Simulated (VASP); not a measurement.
A run of VASP 6.6.1:

File INCAR:

```
ALGO = Normal
EDIFF = 1E-6
ENCUT = 520
GGA = PE
ISIF = 2
ISMEAR = 0
IVDW = 12
LASPH = T
LCHARG = T
LELF = T
LREAL = F
LVHAR = T
LWAVE = F
NBANDS = 35
NELM = 80
PREC = Accurate
SIGMA = 0.1
```

The input KPOINTS:

```
k-points
0
Gamma
  6 6 2
```

POSCAR

```
CdF2
1.0
    1.8269178913     -3.1629912564      0.0000015016
    1.8269178913      3.1629912564      0.0000015016
    0.0000131865      0.0000000000      7.1760141322
Cd F
2 4
Direct
    0.6707237645      1.0040044149      0.1641909629
    1.0040044149      0.6707237645      0.6641909629
    0.3373673248      0.3373633431      0.2766589235
    1.0040197940      0.6707073587      0.0253790936
    0.6707073587      1.0040197940      0.5253790936
    0.3373633431      0.3373673248      0.7766589235
```

Potentials or basis: VASP PAW PBE potentials, release 64 (Cd, F).

Command:

```sh
$ cat potpaw_PBE.64/Cd/POTCAR potpaw_PBE.64/F/POTCAR > POTCAR
$ mpirun -np 1 vasp_std > vasp.out
```

Hardware: 1 thread of Intel(R) Xeon(R) Platinum 8375C CPU @ 2.90GHz (Ice Lake) (shared host).

Q: Estimate the wall time of this run.

A: It took 66 s on 1 thread of Intel(R) Xeon(R) Platinum 8375C CPU @ 2.90GHz (Ice Lake), with other jobs on the host, peak memory 0.23 GiB. Counts: scf iterations 15, k points 26.
